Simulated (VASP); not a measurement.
# Mo (P6/mmm) in VASP: single point with r2SCAN

Aim: the single point of Mo with r2SCAN.

All numbers are computed with VASP 6.6.1; they aren't measurements. Logs are shortened: lines on timing, memory, paths and dates and some standing lists are left out, and cuts for length are marked.

## 1. The cell of the first run

It takes space group P6/mmm (No. 191, hexagonal). The conventional cell has a = 2.736 Å, b = 2.736 Å, c = 2.555 Å, α = 90.00°, β = 90.00°, γ = 120.00°. Within 3.4 Å of Mo (site symmetry 6/mmm) lie 8 Mo at 2.56 to 2.74 Å.

## 2. Single point, r2SCAN

POSCAR reads:

```
Mo
1.0
    2.7355100000      0.0000000000      0.0000000000
   -1.3677550000      2.3690210000      0.0000000000
    0.0000000000      0.0000000000      2.5551810000
Mo
1
Direct
    0.0000000000      0.0000000000      0.5000000000
```

INCAR.step1 reads:

```
ALGO = Normal
EDIFF = 1E-4
ENCUT = 520
GGA = PE
ISMEAR = -1
LASPH = T
LCHARG = F
LREAL = F
LWAVE = T
NBANDS = 13
NELM = 60
PREC = Accurate
SIGMA = 0.05
```

INCAR.step2 reads:

```
ALGO = Normal
EDIFF = 1E-6
ENCUT = 520
ISIF = 2
ISMEAR = -1
ISTART = 1
LASPH = T
LCHARG = T
LELF = T
LMIXTAU = T
LREAL = F
LVHAR = T
LWAVE = F
METAGGA = R2SCAN
NBANDS = 13
NELM = 60
PREC = Accurate
SIGMA = 0.05
```

KPOINTS reads:

```
k-points
0
Gamma
  9 9 9
```

Potentials or basis: VASP PAW PBE potentials, release 64 (Mo_sv).

On the command line:

```console
> cat potpaw_PBE.64/Mo_sv/POTCAR > POTCAR
> cp INCAR.step1 INCAR
> mpirun -np 1 vasp_std > vasp.out
> cp INCAR.step2 INCAR
> mpirun -np 1 vasp_std > vasp.out
```

OUTCAR:

```text
EDIFF = 1E-6
   ENCUT = 520
   ISIF = 2
   ISMEAR = -1
   ISTART = 1
   LASPH = T
   LREAL = F
   METAGGA = R2SCAN
   NELM = 60
   PREC = Accurate

 ion  position               nearest neighbor table
   1  0.000  0.000  0.500-

  LATTYP: Found a hexagonal cell.
 ALAT       =     2.7355100000
 C/A-ratio  =     0.9340784717

  Lattice vectors:

 A1 = (   2.7355100000,   0.0000000000,   0.0000000000)
 A2 = (  -1.3677550000,   2.3690210000,   0.0000000000)
 A3 = (   0.0000000000,   0.0000000000,   2.5551810000)

Analysis of symmetry for initial positions (statically):
=====================================================================
 Subroutine PRICEL returns:
 Original cell was already a primitive cell.

 Routine SETGRP: Setting up the symmetry group for a
 hexagonal supercell.

 Subroutine GETGRP returns: Found 24 space group operations
 (whereof 24 operations were pure point group operations)
 out of a pool of 24 trial point group operations.

The static configuration has the point symmetry D_6h.

Analysis of symmetry for dynamics (positions and initial velocities):
=====================================================================
 Subroutine PRICEL returns:
 Original cell was already a primitive cell.

 Routine SETGRP: Setting up the symmetry group for a
 hexagonal supercell.

 Subroutine GETGRP returns: Found 24 space group operations
 (whereof 24 operations were pure point group operations)
 out of a pool of 24 trial point group operations.

The dynamic configuration has the point symmetry D_6h.

 Subroutine INISYM returns: Found 24 space group operations
 (whereof 24 operations are pure point group operations),
 and found     1 'primitive' translations

----------------------------------------------------------------------------------------

                                     Primitive cell

  volume of cell :      16.5588

  direct lattice vectors                    reciprocal lattice vectors
     2.735510000  0.000000000  0.000000000     0.365562546  0.211057648  0.000000000
    -1.367755000  2.369021000  0.000000000     0.000000000  0.422115296  0.000000000
     0.000000000  0.000000000  2.555181000     0.000000000  0.000000000  0.391361708

  length of vectors
     2.735510000  2.735509868  2.555181000     0.422115275  0.422115296  0.391361708

  position of ions in fractional coordinates (direct lattice)
     0.000000000  0.000000000  0.500000000

[... 81 lines left out ...]
   ISIF   =      2    stress and relaxation
   ISYM   =      2    0-nonsym 1-usesym 2-fastsym
   POTIM  = 0.5000    time-step for ionic-motion
   TEBEG  =    0.0;   TEEND  =   0.0 temperature during run
   PSTRESS=    0.0 pullay stress
   NELECT =      14.0000    total number of electrons
   NUPDOWN=      -1.0000    fix difference up-down
   EMIN   =  10.00;   EMAX   =-10.00  energy-range for DOS
   EFERMI =   0.00;   METHOD = LEGACY
   ISMEAR =    -1;   SIGMA  =   0.05  broadening in eV -4-tet -1-fermi 0-gaus
   EFERMI_NEDOS =   21; number of points for ismear=-14 and -15
   IALGO  =     38    algorithm
   IMIX   =      4    mixing-type and parameters
     AMIX     =   0.40;   BMIX     =  1.00
     AMIX_MAG =   1.60;   BMIX_MAG =  1.00
  volume/ion in A,a.u.               =      16.56       111.74
  Fermi-wavevector in a.u.,A,eV,Ry     =   1.548013  2.925320 32.604234  2.396344
  Thomas-Fermi vector in A             =   2.653024
   LORBIT       =      0    0 simple, 1 ext, 2 COOP (PROOUT), +10 PAW based schemes
   METAGGA = R2SCAN    functional components
   LHFCALC =     F    Hartree Fock is set to
   AEXX    =    0.0000 exact exchange contribution
   IVDW    =     0    specifies the selected vdW correction
   LEPSILON=     F    determine dielectric tensor
   LRPA    =     F    only Hartree local field effects (RPA)
 non-spin polarized calculation
  energy-cutoff  :      520.00
  volume of cell :       16.56
 maximum number of plane-waves:       460
   NGX = 11   NGY = 11   NGZ =  9

 number of electron      14.0000002 magnetization

 Free energy of the ion-electron system (eV)
  ---------------------------------------------------
  ext. energy  EPLUGINS =         0.00000000
  ---------------------------------------------------
  free energy    TOTEN  =       -25.14921077 eV

  energy without entropy =      -25.13920892  energy(sigma->0) =      -25.14420984

 E-fermi :  11.4479     XC(G=0): -14.1366

 val. band max:       11.4387946390   @ k =   0.0000   0.0000   0.4444
 cond. band min:      11.5154551582   @ k =   0.3333   0.1111   0.3333
 fundamental gap:      0.0766605192
 Fermi energy:        11.4478563186

 k-point     1 :       0.0000    0.0000    0.0000
  band No.  band energies     occupation
      1     -51.4343      2.00000
      2     -23.9315      2.00000
      3     -23.9315      2.00000
      4     -23.8519      2.00000
      5       4.3759      2.00000
      6       6.8613      2.00000
      7      10.6190      2.00000
      8      10.6190      2.00000
      9      15.9668      0.00000
     10      15.9668      0.00000
     11      25.0789      0.00000
     12      28.3199      0.00000
     13      33.3938      0.00000
[... 354 lines left out ...]
  band No.  band energies     occupation
      1     -51.1251      2.00000
      2     -24.9472      2.00000
      3     -24.9472      2.00000
      4     -23.8803      2.00000
      5       9.1696      2.00000
      6       9.3130      2.00000
      7       9.3130      2.00000
      8      12.9147      0.00000
      9      12.9147      0.00000
     10      20.7300      0.00000
     11      21.2306      0.00000
     12      21.2306      0.00000
     13      33.1166      0.00000

 [... further k-points ...]

------------------------ aborting loop because EDIFF is reached ----------------------------------------

  FORCE on cell =-STRESS in cart. coord.  units (eV):
  Direction    XX          YY          ZZ          XY          YZ          ZX
  --------------------------------------------------------------------------------------
  -------------------------------------------------------------------------------------
  Total        0.2764777      0.2764777      0.4121873     -0.0000000     -0.0000000      0.0000000
  in kB       26.7511123     26.7511089     39.8819395     -0.0000000     -0.0000000      0.0000000
  external PRESSURE =      31.1280536 kB  Pullay stress =       0.0000000 kB

 VOLUME and BASIS-vectors are now :
 -----------------------------------------------------------------------------
  energy-cutoff  :      520.00
  volume of cell :       16.56
      direct lattice vectors                 reciprocal lattice vectors
     2.735510000  0.000000000  0.000000000     0.365562546  0.211057648  0.000000000
    -1.367755000  2.369021000  0.000000000     0.000000000  0.422115296  0.000000000
     0.000000000  0.000000000  2.555181000     0.000000000  0.000000000  0.391361708

 POSITION                                       TOTAL-FORCE (eV/Angst)
 -----------------------------------------------------------------------------------
      0.00000      0.00000      1.27759         0.000000      0.000000      0.000000
 -----------------------------------------------------------------------------------
    total drift:                               -0.000000      0.000000     -0.000000

  FREE ENERGIE OF THE ION-ELECTRON SYSTEM (eV)
  ---------------------------------------------------
  free  energy   TOTEN  =       -25.1492107685 eV

  energy  without entropy=      -25.1392089175  energy(sigma->0) =      -25.14420984
```

OUTCAR.step1:

```text
EDIFF = 1E-4
   ENCUT = 520
   GGA = PE
   ISMEAR = -1
   LASPH = T
   LREAL = F
[... 598 lines left out ...]

 POSITION                                       TOTAL-FORCE (eV/Angst)
 -----------------------------------------------------------------------------------
      0.00000      0.00000      1.27759         0.000000      0.000000      0.000000
 -----------------------------------------------------------------------------------
    total drift:                               -0.000000      0.000000     -0.000000

  FREE ENERGIE OF THE ION-ELECTRON SYSTEM (eV)
  ---------------------------------------------------
  free  energy   TOTEN  =       -10.0446672458 eV

  energy  without entropy=      -10.0333711039  energy(sigma->0) =      -10.03901917
```

OSZICAR.step1:

```text
N       E                     dE             d eps       ncg     rms          rms(c)
DAV:   1     0.113996994240E+03    0.11400E+03   -0.93165E+03  1576   0.112E+03
DAV:   2    -0.905662193417E+01   -0.12305E+03   -0.11878E+03  1710   0.333E+02
DAV:   3    -0.104992601193E+02   -0.14426E+01   -0.14384E+01  1845   0.372E+01
DAV:   4    -0.105037400390E+02   -0.44799E-02   -0.44797E-02  1760   0.229E+00
DAV:   5    -0.105037751443E+02   -0.35105E-04   -0.35104E-04  1820   0.175E-01    0.131E+01
DAV:   6    -0.100973339532E+02    0.40644E+00   -0.53497E-01  1565   0.871E+00    0.413E+00
DAV:   7    -0.100468538375E+02    0.50480E-01   -0.10498E-01  1735   0.364E+00    0.758E-01
DAV:   8    -0.100446255202E+02    0.22283E-02   -0.35031E-03  1590   0.745E-01    0.855E-02
DAV:   9    -0.100446672458E+02   -0.41726E-04   -0.36047E-05  1210   0.775E-02
   1 F= -.10044667E+02 E0= -.10039019E+02  d E =-.112961E-01
```

It took 17 s on 1 thread of Intel Xeon 6975P-C (Granite Rapids), shared host; peak memory 0.13 GiB.

Results:

```
Free energy            : -25.1492 eV
Pressure               : 3.1 GPa
Band gap on the k mesh : zero (band 7 reaches 12.29 eV, above the bottom of band 8 at 10.62 eV)
```

Caveat: the PAW data sets were made with another functional, which shifts forces and pressure a little.
